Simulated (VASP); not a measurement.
TaN: relaxation of cell and atoms with PBEsol

The system is TaN.

```
CELL_PARAMETERS angstrom
-1.44466 1.44466 5.09982
1.44466 -1.44466 5.09982
1.44466 1.44466 -5.09982
ATOMIC_POSITIONS crystal
Ta 0.75048 0.75048 0.00000
Ta 0.50048 0.00048 0.50000
N 0.33215 0.33215 0.00000
N 0.08215 0.58215 0.50000
```

| Property | Result |
| --- | --- |
| Program | VASP 6.6.1 |
| Task | relaxation of cell and atoms |
| Functional | PBEsol |
| Potentials or basis | VASP PAW PBE potentials, release 64 (Ta_pv, N) |
| Cutoff | 600 eV |
| k mesh | 14 × 14 × 14 |
| Occupations | gaussian, width 0.02 eV |
| Spin | no spin polarisation |
| Dipole correction | no |
| Further INCAR settings | ALGO = Normal; EDIFF = 1e-07; IBRION = 2; EDIFFG = -0.01; NSW = 80; ISIF = 3 |

* Relaxed volume: 10.65 Å³/atom
* Relaxed cell: a = 5.495 Å, b = 5.495 Å, c = 5.495 Å, α = 149.51°, β = 149.51°, γ = 43.67°
* Space group after relaxing (to 0.1 Å): I4_1md (No. 109)
* Energy gained by relaxing: 0.0 meV/atom
* Ionic steps: 3
* Pressure after relaxing: 0.0 GPa
* Band gap on the k mesh: 0.68 eV (least direct gap 0.99 eV)

Final structure:
```cif
data_structure
_symmetry_space_group_name_H-M 'P 1'
_symmetry_Int_Tables_number 1
_cell_length_a 5.4950
_cell_length_b 5.4950
_cell_length_c 5.4950
_cell_angle_alpha 149.505
_cell_angle_beta 149.505
_cell_angle_gamma 43.668
_cell_volume 42.61
loop_
_atom_site_label
_atom_site_type_symbol
_atom_site_fract_x
_atom_site_fract_y
_atom_site_fract_z
_atom_site_occupancy
Ta1 Ta 0.75048 0.75048 0.00000 1
Ta2 Ta 0.50048 0.00048 0.50000 1
N1 N 0.33215 0.33215 0.00000 1
N2 N 0.08215 0.58215 0.50000 1
```

Levels at points of the mesh, in eV from the valence-band top:
```
           k point  band 14  band 15  band 16  band 17  band 18  band 19
(0.00, 0.00, 0.00)    -3.38    -3.14    -3.05     1.94     3.06     3.22
(0.50, 0.00, 0.00)    -3.53    -2.23    -1.18     1.40     2.64     3.10
(0.50, 0.50, 0.00)    -4.69    -0.49    -0.49     4.26     4.26     5.41
(0.50, 0.50, 0.50)    -3.74    -2.81    -2.81     3.51     3.51     3.68
```

Run time: 23 min on 1 thread of Intel(R) Xeon(R) Platinum 8488C (Sapphire Rapids), with other jobs on the host, peak memory 0.5 GiB.

Caveat: the PAW data sets were made with another functional, which shifts forces and pressure a little; spin-orbit coupling is left out, which moves the levels of the heavy elements. A k mesh can miss the band edges.
